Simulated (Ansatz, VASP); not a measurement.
## Two plane-wave programs on Rh

Contents of INCAR:

```
SYSTEM = Rh
  PREC = Accurate
  ENCUT = 500
  EDIFF = 1E-7
  ISMEAR = 0
  SIGMA = 0.1
  LREAL = .False.
  LASPH = .True.
  NELM = 120
  ALGO = Normal
  ISIF = 3
  LWAVE = .False.
  LCHARG = .False.
  IBRION = 2
  NSW = 100
  EDIFFG = -0.002
  GGA_COMPAT = .False.
  NELMIN = 4
```

File KPOINTS:

```
regular mesh
0
Gamma
  20 20 20
  0 0 0
```

POSCAR

```
Rh
1.0
   -1.5110298079      1.5110298079      1.5110298079
    1.5110298079     -1.5110298079      1.5110298079
    1.5110298079      1.5110298079     -1.5110298079
Rh
1
Direct
    0.0000000000      0.0000000000      0.0000000000
```

Input for Ansatz:

```yaml
crystal:
  lattice:
    - [-1.5110298079, 1.5110298079, 1.5110298079]
    - [1.5110298079, -1.5110298079, 1.5110298079]
    - [1.5110298079, 1.5110298079, -1.5110298079]
  atoms:
    - { symbol: Rh, position: [0.0, 0.0, 0.0] }
basis:
  ecutwfc: 420
kpoints:
  mp_grid: { grid: [20, 20, 20] }
hamiltonian:
  xc: lda
  pseudopotentials: { kind: paw, azcp: { folder: soft_1 } }
scf:
  occupations: { method: gaussian, width: 0.1 }
output:
  forces: true
  stress: true
  eigenvalues: true
relax:
  adjacent_minimum: "off"
  f_tol: 0.002
  max_steps: 80
  cell: { stress_tol: 0.02 }
```

Alike in both runs: task relaxation of cell and atoms; functional LDA; k mesh 20 × 20 × 20; occupations gaussian, width 0.1 eV; no spin polarisation.

```csv
,VASP,Ansatz
version,VASP 6.6.1,Ansatz 0.2.0
potentials or method,"VASP PAW LDA potentials, release 64 (Rh_pv), cutoff 500 eV","scalar-relativistic, plane waves, PAW"
valence electrons in the cell,15,17
```

|  | VASP | Ansatz | Ansatz less VASP |
| --- | --- | --- | --- |
| gap on the k mesh at the Fermi level, each at its own relaxed structure (eV) | none | none | - |
| relaxed volume (Å³/atom) | 13.63 | 13.59 | -0.039 |
| relaxed cell length with the largest relative difference (Å) | 2.606 | 2.604 | -0.0025 |

Ansatz warns that its potentials were made for another functional, while VASP's fit it. LDA's correlation is that of Perdew and Zunger in VASP and of Perdew and Wang (1992) in Ansatz. A gap of «none» marks a metal or a gap that the smearing closes. VASP's potentials hold 15 valence electrons a cell and Ansatz's 17, so a difference there can come from the potentials and not from the codes.
